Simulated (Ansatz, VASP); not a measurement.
## CdH2O2 in VASP and in Ansatz

The input INCAR:

```
ALGO = Normal ; EDIFF = 1E-6
ENCUT = 520 ; GGA = PS
ISIF = 2 ; ISMEAR = 0
LASPH = T ; LCHARG = F
LREAL = F ; LWAVE = F
NBANDS = 21 ; NELM = 60
PREC = Accurate ; SIGMA = 0.01
```

File KPOINTS:

```
k-points
0
Gamma
  6 6 4
```

File POSCAR:

```
CdH2O2
1.0
    3.5957161519      0.0000000000      0.0000000000
   -1.7978529619      3.1139730555      0.0000000000
    0.0000000000      0.0000000000      4.7488822962
Cd H O
1 2 2
Direct
    0.0000000000      0.0000000000      0.0000000000
    0.6666666667      0.3333333333      0.5509600000
    0.3333333333      0.6666666667      0.4490400000
    0.6666666667      0.3333333333      0.7593700000
    0.3333333333      0.6666666667      0.2406300000
```

Input for Ansatz:

```yaml
crystal:
  lattice:
    - [3.5957161518549334, 0.0, 0.0]
    - [-1.7978529618818577, 3.1139730555014182, 0.0]
    - [0.0, 0.0, 4.748882296194149]
  atoms:
    - { symbol: Cd, position: [0.0, 0.0, 0.0] }
    - { symbol: H, position: [0.6666666666666666, 0.3333333333333333, 0.55096] }
    - { symbol: H, position: [0.3333333333333333, 0.6666666666666666, 0.44904] }
    - { symbol: O, position: [0.6666666666666666, 0.3333333333333333, 0.75937] }
    - { symbol: O, position: [0.3333333333333333, 0.6666666666666666, 0.24063] }
basis:
  ecutwfc: 450.0
kpoints:
  mp_grid:
    grid: [6, 6, 4]
hamiltonian:
  xc: pbesol
scf:
  occupations:
    method: fixed
output:
  stress: true
```

Alike in both runs: task single point; functional PBEsol; k mesh 6 × 6 × 4; no spin polarisation.

|  | VASP | Ansatz |
| --- | --- | --- |
| version | VASP 6.6.1 | Ansatz 0.2.0 |
| potentials or method | VASP PAW PBE potentials, release 64 (Cd, H, O), cutoff 520 eV | plane waves, PAW |
| occupations | gaussian, width 0.01 eV | fixed |
| valence electrons in the cell | 26 | 34 |

VASP gave:

| Item | Value |
| --- | --- |
| pressure (GPa) | -6.6 |
| traceless stress, the component that is largest in VASP (GPa) | -0.80 |

**Question.** Which values does Ansatz return?

**Answer.** Pressure (GPa): -7.1; traceless stress, the component that is largest in VASP (GPa): -1.17.

VASP's potentials were made for PBE, not for PBEsol. VASP's potentials hold 26 valence electrons a cell and Ansatz's 34, so a difference there can come from the potentials and not from the codes. Ansatz's warnings: structure snapped to symmetry.
